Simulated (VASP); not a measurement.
Crystal: NaI.

```
Na I
1.0
     0.00000    3.22972    3.22972
     3.22972    0.00000    3.22972
     3.22972    3.22972    0.00000
Na I
1 1
Direct
  0.00000 0.00000 0.00000
  0.50000 0.50000 0.50000
```

Base run:

| Property | Result |
| --- | --- |
| Program | VASP 6.6.1 |
| Functional | r2SCAN |
| Potentials or basis | VASP PAW PBE potentials, release 64 (Na_pv, I) |
| Cutoff | 520 eV |
| k mesh | 6 × 6 × 6 |
| Occupations | gaussian, width 0.01 eV |
| Spin | no spin polarisation |

Its results: band gap on the k mesh 4.46 eV; pressure -0.1 GPa.

Question: The run is repeated on the same cell with these changes: functional from r2SCAN to PBE; occupations from gaussian, width 0.01 eV to methfessel-paxton, width 0.001 eV. What comes out?

Answer: Band gap on the k mesh 3.66 eV; pressure 0.5 GPa.

Caveats: spin-orbit coupling is left out, which moves the levels of the heavy elements; the PAW data sets were made with another functional, which shifts forces and pressure a little (at least some runs).

